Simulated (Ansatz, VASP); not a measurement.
# Two plane-wave programs on AgCl

Contents of POSCAR:

```
AgCl
1.0
    0.0000000000      2.7800828750      2.7800828750
    2.7731500000      0.0069328750      2.7731500000
    2.7731500000      2.7731500000      0.0069328750
Ag Cl
1 1
Direct
    0.5000000000      0.5000000000      0.5000000000
    0.0000000000      0.0000000000      0.0000000000
```

The input INCAR.step1:

```
SYSTEM = AgCl
PREC = Accurate
ENCUT = 550
ISMEAR = 0
SIGMA = 0.05
LREAL = .False.
LASPH = .True.
NELM = 120
NBANDS = 16
GGA = PE
ALGO = Normal
EDIFF = 1E-5
LWAVE = .True.
LCHARG = .False.
GGA_COMPAT = .False.
```

File INCAR.step2:

```
SYSTEM = AgCl
PREC = Accurate
ENCUT = 550
EDIFF = 1E-6
ISMEAR = 0
SIGMA = 0.05
LREAL = .False.
LASPH = .True.
NELM = 120
ALGO = Normal
ISIF = 2
LWAVE = .False.
LCHARG = .False.
METAGGA = R2SCAN
LMIXTAU = .True.
NBANDS = 16
ISTART = 1
GGA_COMPAT = .False.
```

The input KPOINTS:

```
regular mesh
0
Gamma
  8 8 8
  0 0 0
```

Input for Ansatz:

```yaml
crystal:
  lattice:
    - [0.0, 2.780082875, 2.780082875]
    - [2.77315, 0.006932875, 2.77315]
    - [2.77315, 2.77315, 0.006932875]
  atoms:
    - { symbol: Ag, position: [0.5, 0.5, 0.5] }
    - { symbol: Cl, position: [0.0, 0.0, 0.0] }
basis:
  ecutwfc: 500
kpoints:
  mp_grid: { grid: [8, 8, 8] }
hamiltonian:
  xc: r2scan
scf:
  occupations: { method: gaussian, width: 0.05 }
output:
  forces: true
  stress: true
  eigenvalues: true
```

Change from the starting cell: strain +0.0050 x Voigt [0, 0, 0, 1, 0, 0], atoms carried along.

Alike in both runs: task single point; functional r2SCAN; k mesh 8 × 8 × 8; occupations gaussian, width 0.05 eV; no spin polarisation.

|  | VASP | Ansatz |
| --- | --- | --- |
| version | VASP 6.6.1 | Ansatz 0.2.0 |
| potentials or method | VASP PAW PBE potentials, release 64 (Ag, Cl), cutoff 550 eV | scalar-relativistic, plane waves, PAW |
| valence electrons in the cell | 18 | 26 |

Ansatz gave:

- gap on the k mesh at the Fermi level (eV): 1.47
- least direct gap on the mesh (eV): 3.74
- pressure (GPa): 0.0

Problem. Estimate VASP's values.

Solution. gap on the k mesh at the Fermi level (eV): 1.42; least direct gap on the mesh (eV): 3.70; pressure (GPa): -0.1.

VASP's potentials were made for PBE, not for r2SCAN. VASP's potentials hold 18 valence electrons a cell and Ansatz's 26, so a difference there can come from the potentials and not from the codes.
